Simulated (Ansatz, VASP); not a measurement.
**Zr in VASP and in Ansatz**

The input INCAR:

```
PREC = Accurate ; ENCUT = 520
EDIFF = 1E-6 ; ISMEAR = 0
SIGMA = 0.1 ; LREAL = F
LASPH = T ; NELM = 60
ALGO = Normal ; ISIF = 2
LWAVE = F ; LCHARG = F
NBANDS = 19
```

Contents of KPOINTS:

```
Automatic mesh
0
Gamma
  6 6 4
```

The input POSCAR:

```
Zr
1.0
    3.2392314100      0.0000000000      0.0000000000
   -1.6196157100      2.8052566900      0.0000000000
    0.0000000000      0.0000000000      5.1722200000
Zr
2
Direct
    0.3333333300      0.6666666700      0.2500000000
    0.6666666700      0.3333333300      0.7500000000
```

Input for Ansatz:

```yaml
crystal:
  lattice:
    - [3.23923141, 0.0, 0.0]
    - [-1.61961571, 2.80525669, 0.0]
    - [0.0, 0.0, 5.17222]
  atoms:
    - { symbol: Zr, position: [0.33333333, 0.66666667, 0.25] }
    - { symbol: Zr, position: [0.66666667, 0.33333333, 0.75] }
basis:
  ecutwfc: 600.0
kpoints:
  mp_grid: { grid: [6, 6, 4] }
hamiltonian:
  xc: lda
  pseudopotentials: { kind: paw, azcp: { folder: soft_1 } }
scf:
  occupations: { method: gaussian, width: 0.1 }
output:
  forces: true
  stress: true
  eigenvalues: true
```

Alike in both runs: task single point; functional LDA; k mesh 6 × 6 × 4; occupations gaussian, width 0.1 eV; no spin polarisation.

|  | VASP | Ansatz |
| --- | --- | --- |
| version | VASP 6.6.1 | Ansatz 0.2.0 |
| potentials or method | VASP PAW LDA potentials, release 64 (Zr_sv), cutoff 520 eV | scalar-relativistic, plane waves, PAW |
| valence electrons in the cell | 24 | 24 |

Ansatz gave:

- gap on the k mesh at the Fermi level (eV): none
- pressure (GPa): -7.1
- traceless stress, the component that is largest in VASP (GPa): 0.35

Task: Estimate VASP's values.

Result: gap on the k mesh at the Fermi level (eV): none; pressure (GPa): -7.0; traceless stress, the component that is largest in VASP (GPa): 0.36.

Ansatz warns that its potentials were made for another functional, while VASP's fit it. LDA's correlation is that of Perdew and Zunger in VASP and of Perdew and Wang (1992) in Ansatz. A gap of «none» marks a metal or a gap that the smearing closes.

The k mesh is coarse, so the values compare programs but aren't converged.
